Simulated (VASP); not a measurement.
Input of a VASP 6.6.1 run:

File INCAR:

```
PREC = Accurate
ENCUT = 520
EDIFF = 1E-7
ISMEAR = 0
SIGMA = 0.1
LREAL = F
LASPH = T
NELM = 80
ALGO = Fast
ISIF = 2
LWAVE = F
LCHARG = F
GGA = PE
NBANDS = 34
```

KPOINTS

```
regular mesh
0
Gamma
  8 8 8
```

File POSCAR:

```
Ca3ScB3
1.0
    5.6787019334      0.0000000000      0.0000000000
    0.0000000000      5.6787019334      0.0000000000
    0.0000000000      0.0000000000      5.6787019334
Ca Sc B
3 1 3
Direct
    0.5000000000      0.5000000000      0.0000000000
    0.0000000000      0.5000000000      0.5000000000
    0.5000000000      0.0000000000      0.5000000000
    0.5000000000      0.5000000000      0.5000000000
    0.5000000000      0.0000000000      0.0000000000
    0.0000000000      0.5000000000      0.0000000000
    0.0000000000      0.0000000000      0.5000000000
```

Potentials or basis: VASP PAW PBE potentials, release 64 (Ca_sv, Sc_sv, B).

Launch:

```sh
$ cat potpaw_PBE.64/Ca_sv/POTCAR potpaw_PBE.64/Sc_sv/POTCAR potpaw_PBE.64/B/POTCAR > POTCAR
$ mpirun -np 1 vasp_std > vasp.out
```

Q: Predict the band gap on the k mesh.

A: Zero (bands 25 and 26 overlap by 0.45 eV).

Q: Predict the pressure.

A: 0.0 GPa.
